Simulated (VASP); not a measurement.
# TiNb3O8 (Immm) in VASP: single point with PBEsol

Aim: the single point of TiNb3O8 with PBEsol.

All numbers are computed with VASP 6.6.1; they aren't measurements. Logs are shortened: lines on timing, memory, paths and dates and some standing lists are left out, and cuts for length are marked.

## Step 1: The cell of the first run

Symmetry: Immm, No. 71, orthorhombic system. Conventional cell: a = 5.884 Å, b = 6.756 Å, c = 6.852 Å, α = 90.00°, β = 90.00°, γ = 90.00°. Nb (site symmetry 2mm) has 6 O at 2.02 to 2.07 Å within 2.7 Å. Nb (site symmetry mmm) has 6 O at 2.01 to 2.02 Å within 2.7 Å. Within 2.6 Å of Ti (site symmetry mmm) lie 6 O at 1.99 Å. Within 2.6 Å of O (site symmetry m) lie 1 Ti at 1.99 Å and 2 Nb at 2.02 Å. O (site symmetry mm2) has 3 Nb at 2.01 to 2.07 Å within 2.7 Å. O (site symmetry mm2) has 1 Ti at 1.99 Å and 2 Nb at 2.03 Å within 2.6 Å.

## Step 2: Single point, PBEsol

Input file INCAR:

```
ALGO = Normal
EDIFF = 1E-7
ENCUT = 520
GGA = PS
ISIF = 2
ISMEAR = 0
LASPH = T
LCHARG = T
LELF = T
LREAL = F
LVHAR = T
LWAVE = F
NBANDS = 62
NELM = 60
PREC = Accurate
SIGMA = 0.1
```

Input file KPOINTS:

```
k-points
0
Gamma
  8 8 8
```

Input file POSCAR:

```
TiNb3O8
1.0
   -4.8113943083      0.0339632591      2.9419643551
    4.8113943083     -0.0339632591      2.9419643551
   -0.0339632591      4.8113943083     -2.9419643551
Nb Ti O
3 1 8
Direct
    0.0059403884      0.0059403884      0.0000000000
    0.4940596116      0.4940596116      0.0000000000
    0.2500000000      0.7500000000      0.5000000000
    0.7500000000      0.2500000000      0.5000000000
   -0.0037617002      0.2949319856      0.2986936858
    0.5037617002      0.8024553859      0.2986936858
    0.5432528688      0.7500000000      0.7932528688
    0.0401598217      0.2500000000      0.7901598217
   -0.0037617002      0.6975446141      0.7013063142
    0.5037617002      0.2050680144      0.7013063142
    0.9567471312      0.7500000000      0.2067471312
    0.4598401783      0.2500000000      0.2098401783
```

Potentials or basis: VASP PAW PBE potentials, release 64 (Nb_sv, Ti_sv, O).

Run with:

```sh
cat potpaw_PBE.64/Nb_sv/POTCAR potpaw_PBE.64/Ti_sv/POTCAR potpaw_PBE.64/O/POTCAR > POTCAR
mpirun -np 1 vasp_std > vasp.out
```

OUTCAR:

```text
EDIFF = 1E-7
   ENCUT = 520
   GGA = PS
   ISIF = 2
   ISMEAR = 0
   LASPH = T
   LREAL = F
   NELM = 60
   PREC = Accurate

 ion  position               nearest neighbor table
   1  0.006  0.006  0.000-   9 2.02   5 2.02   8 2.03  12 2.03  11 2.07   7 2.07   2 2.87   2 3.01

   2  0.494  0.494  0.000-   6 2.02  10 2.02   8 2.03  12 2.03  11 2.07   7 2.07   1 2.87   1 3.01

   3  0.250  0.750  0.500-   7 2.01  11 2.01  10 2.02   5 2.02   6 2.02   9 2.02   4 2.94   4 2.94

   4  0.750  0.250  0.500-   5 1.99  10 1.99   9 1.99   6 1.99   8 1.99  12 1.99   3 2.94   3 2.94

   5  0.996  0.295  0.299-   4 1.99   1 2.02   3 2.02
   6  0.504  0.802  0.299-   4 1.99   2 2.02   3 2.02
   7  0.543  0.750  0.793-   3 2.01   2 2.07   1 2.07
   8  0.040  0.250  0.790-   4 1.99   2 2.03   1 2.03
   9  0.996  0.698  0.701-   4 1.99   1 2.02   3 2.02
  10  0.504  0.205  0.701-   4 1.99   2 2.02   3 2.02
  11  0.957  0.750  0.207-   3 2.01   2 2.07   1 2.07
  12  0.460  0.250  0.210-   4 1.99   2 2.03   1 2.03

  LATTYP: Found a body centered orthorhombic cell.
 ALAT       =     5.8839287102
 B/A-ratio  =     1.1482647251
 C/A-ratio  =     1.1645909942

  Lattice vectors:

 A1 = (   4.8113943083,  -0.0339632591,   2.9419643551)
 A2 = (   0.0339632591,  -4.8113943083,  -2.9419643551)
 A3 = (  -0.0339632591,   4.8113943083,  -2.9419643551)

Analysis of symmetry for initial positions (statically):
=====================================================================
 Subroutine PRICEL returns:
 Original cell was already a primitive cell.

 Routine SETGRP: Setting up the symmetry group for a
 body centered orthorhombic supercell.

 Subroutine GETGRP returns: Found  8 space group operations
 (whereof  4 operations were pure point group operations)
 out of a pool of  8 trial point group operations.

The static configuration has the point symmetry C_2v.
 The point group associated with its full space group is D_2h.

Analysis of symmetry for dynamics (positions and initial velocities):
=====================================================================
 Subroutine PRICEL returns:
 Original cell was already a primitive cell.

[... 135 lines left out ...]
   ISYM   =      2    0-nonsym 1-usesym 2-fastsym
   POTIM  = 0.5000    time-step for ionic-motion
   TEBEG  =    0.0;   TEEND  =   0.0 temperature during run
   PSTRESS=    0.0 pullay stress
   NELECT =      99.0000    total number of electrons
   NUPDOWN=      -1.0000    fix difference up-down
   EMIN   =  10.00;   EMAX   =-10.00  energy-range for DOS
   EFERMI =   0.00;   METHOD = LEGACY
   ISMEAR =     0;   SIGMA  =   0.10  broadening in eV -4-tet -1-fermi 0-gaus
   EFERMI_NEDOS =   21; number of points for ismear=-14 and -15
   IALGO  =     38    algorithm
   IMIX   =      4    mixing-type and parameters
     AMIX     =   0.40;   BMIX     =  1.00
     AMIX_MAG =   1.60;   BMIX_MAG =  1.00
  volume/ion in A,a.u.               =      11.35        76.60
  Fermi-wavevector in a.u.,A,eV,Ry     =   1.471942  2.781567 29.478560  2.166613
  Thomas-Fermi vector in A             =   2.587017
   LORBIT       =      0    0 simple, 1 ext, 2 COOP (PROOUT), +10 PAW based schemes
   GGA     = PS    functional components
   LHFCALC =     F    Hartree Fock is set to
   AEXX    =    0.0000 exact exchange contribution
   IVDW    =     0    specifies the selected vdW correction
   LEPSILON=     F    determine dielectric tensor
   LRPA    =     F    only Hartree local field effects (RPA)
 non-spin polarized calculation
 Gauss-broadening in eV      SIGMA  =   0.10
  energy-cutoff  :      520.00
  volume of cell :      136.20
 maximum number of plane-waves:      3691
 NGX is ok and might be reduce to    42
   NGX = 21   NGY = 21   NGZ = 21

 number of electron      98.9999992 magnetization

 Free energy of the ion-electron system (eV)
  ---------------------------------------------------
  ext. energy  EPLUGINS =         0.00000000
  ---------------------------------------------------
  free energy    TOTEN  =      -115.59364226 eV

  energy without entropy =     -115.55589182  energy(sigma->0) =     -115.57476704

 E-fermi :   7.9362     XC(G=0): -11.6852

 val. band max:        7.9341157179   @ k =  -0.2500   0.2500  -0.0000
 cond. band min:       7.9459464353   @ k =  -0.2500   0.1250   0.0000
 fundamental gap:      0.0118307175
 Fermi energy:         7.9362067325

 k-point     1 :       0.0000    0.0000    0.0000
  band No.  band energies     occupation
      1     -50.2203      2.00000
      2     -48.8748      2.00000
      3     -48.6618      2.00000
      4     -48.5713      2.00000
      5     -26.8383      2.00000
      6     -26.6317      2.00000
[... 1525 lines left out ...]
     60      10.1443      0.00000
     61      11.1933      0.00000

 [... further k-points ...]

 [bands above 61 left out]

------------------------ aborting loop because EDIFF is reached ----------------------------------------

  FORCE on cell =-STRESS in cart. coord.  units (eV):
  Direction    XX          YY          ZZ          XY          YZ          ZX
  --------------------------------------------------------------------------------------
  -------------------------------------------------------------------------------------
  Total       -0.2053867     -0.2053867     -0.0650261     -0.0149902      0.0000000     -0.0000000
  in kB       -2.4159911     -2.4159911     -0.7649100     -0.1763312      0.0000000     -0.0000000
  external PRESSURE =      -1.8656308 kB  Pullay stress =       0.0000000 kB

 VOLUME and BASIS-vectors are now :
 -----------------------------------------------------------------------------
  energy-cutoff  :      520.00
  volume of cell :      136.20
      direct lattice vectors                 reciprocal lattice vectors
    -4.811394308  0.033963259  2.941964355    -0.103191559  0.103191559  0.169954472
     4.811394308 -0.033963259  2.941964355     0.104658758  0.104658758  0.169954472
    -0.033963259  4.811394308 -2.941964355     0.001467199  0.207850317  0.000000000

 POSITION                                       TOTAL-FORCE (eV/Angst)
 -----------------------------------------------------------------------------------
      0.00000      0.00000      0.03495        -0.000000      0.000000     -0.006213
      0.00000      0.00000      2.90701        -0.000000      0.000000      0.006213
      2.38872      2.38872      1.47098        -0.000000      0.000000     -0.000000
     -2.42268      2.42268      1.47098        -0.000000      0.000000     -0.000000
     -3.38441      1.46095      2.91983        -0.027592     -0.027592      0.036247
      1.42699      1.42699      2.96410        -0.027592     -0.027592     -0.036247
      0.96780      3.80963      1.47098         0.002134     -0.002134     -0.000000
      0.98279      3.79464     -1.47098        -0.034502      0.034502     -0.000000
     -1.46095      3.38441      2.91983         0.027592      0.027592      0.036247
     -1.46095      3.38441      0.02213         0.027592      0.027592     -0.036247
     -1.00176      1.00176      4.41295        -0.002134      0.002134     -0.000000
     -1.01675      1.01675      1.47098         0.034502     -0.034502     -0.000000
 -----------------------------------------------------------------------------------
    total drift:                                0.000000     -0.000000      0.000000

  FREE ENERGIE OF THE ION-ELECTRON SYSTEM (eV)
  ---------------------------------------------------
  free  energy   TOTEN  =      -115.5936422649 eV

  energy  without entropy=     -115.5558918212  energy(sigma->0) =     -115.57476704
```

OSZICAR:

```text
N       E                     dE             d eps       ncg     rms          rms(c)
DAV:   1     0.131927989451E+04    0.13193E+04   -0.52994E+04 11780   0.171E+03
DAV:   2     0.380431678692E+02   -0.12812E+04   -0.12250E+04 13216   0.623E+02
DAV:   3    -0.125789116132E+03   -0.16383E+03   -0.16024E+03 17430   0.204E+02
[... 11 lines left out ...]
DAV:  15    -0.115593640693E+03    0.51305E-04   -0.29700E-04 18386   0.109E-01    0.196E-02
DAV:  16    -0.115593648192E+03   -0.74987E-05   -0.36186E-05 17050   0.354E-02    0.196E-02
DAV:  17    -0.115593642156E+03    0.60360E-05   -0.34376E-05 17260   0.288E-02    0.353E-03
DAV:  18    -0.115593642216E+03   -0.59870E-07   -0.21163E-06 17898   0.812E-03    0.117E-03
DAV:  19    -0.115593642265E+03   -0.48996E-07   -0.37058E-07 10360   0.382E-03
   1 F= -.11559364E+03 E0= -.11557477E+03  d E =-.377504E-01
```

stdout:

```text
POSCAR found type information on POSCAR NbTiO
 POSCAR found :  3 types and      12 ions
 scaLAPACK will be used
 -----------------------------------------------------------------------------
|                                                                             |
|                                                                             |
|     You enforced a specific xc type in the INCAR file but a different       |
|     I HOPE YOU KNOW WHAT YOU ARE DOING!                                     |
|                                                                             |
 -----------------------------------------------------------------------------

 LDA part: xc-table for (Slater+PW92), standard interpolation
 POSCAR, INCAR and KPOINTS ok, starting setup
 FFT: planning ... GRIDC
 FFT: planning ... GRID_SOFT
 FFT: planning ... GRID
 WAVECAR not read
 entering main loop
```

Wall time 20 min (1 thread of Intel Xeon Platinum 8488C (Sapphire Rapids), shared host); peak memory 0.68 GiB.

Results:

| Item | Value |
| --- | --- |
| Free energy | -115.5936 eV |
| Pressure | -0.2 GPa |
| Largest force | 0.053 eV/Å |
| Band gap on the k mesh | zero (an odd number of electrons rules out a gap without spin polarisation) |

Forces on the atoms (eV/Å):
```
Nb   0.000  0.000 -0.006
Nb   0.000  0.000  0.006
Nb   0.000  0.000  0.000
Ti   0.000  0.000  0.000
O   -0.028 -0.028  0.036
O   -0.028 -0.028 -0.036
O    0.002 -0.002  0.000
O   -0.035  0.035  0.000
O    0.028  0.028  0.036
O    0.028  0.028 -0.036
O   -0.002  0.002  0.000
O    0.035 -0.035  0.000
```

Levels at points of the mesh, in eV from the Fermi level:
| k point | band 48 | band 49 | band 50 | band 51 | band 52 | band 53 |
| --- | --- | --- | --- | --- | --- | --- |
| (0.00, 0.00, 0.00) | -2.76 | -0.98 | -0.51 | 0.32 | 0.65 | 0.70 |
| (0.50, 0.00, 0.00) | -3.37 | 0.09 | 0.17 | 0.53 | 0.63 | 0.63 |
| (0.00, 0.50, 0.00) | -3.35 | 0.06 | 0.17 | 0.28 | 0.67 | 0.78 |
| (0.50, 0.50, 0.00) | -3.46 | -0.44 | -0.38 | -0.25 | 0.14 | 1.31 |
| (0.50, 0.50, 0.50) | -3.73 | -1.05 | -0.60 | 0.79 | 0.92 | 1.07 |

Caveat: the PAW data sets were made with another functional, which shifts forces and pressure a little; an odd number of electrons without spin polarisation forces a metal; a magnetic or distorted state may lie lower; semilocal functionals often make such compounds metallic where correlation or magnetic order opens a gap, which also shifts bond lengths.
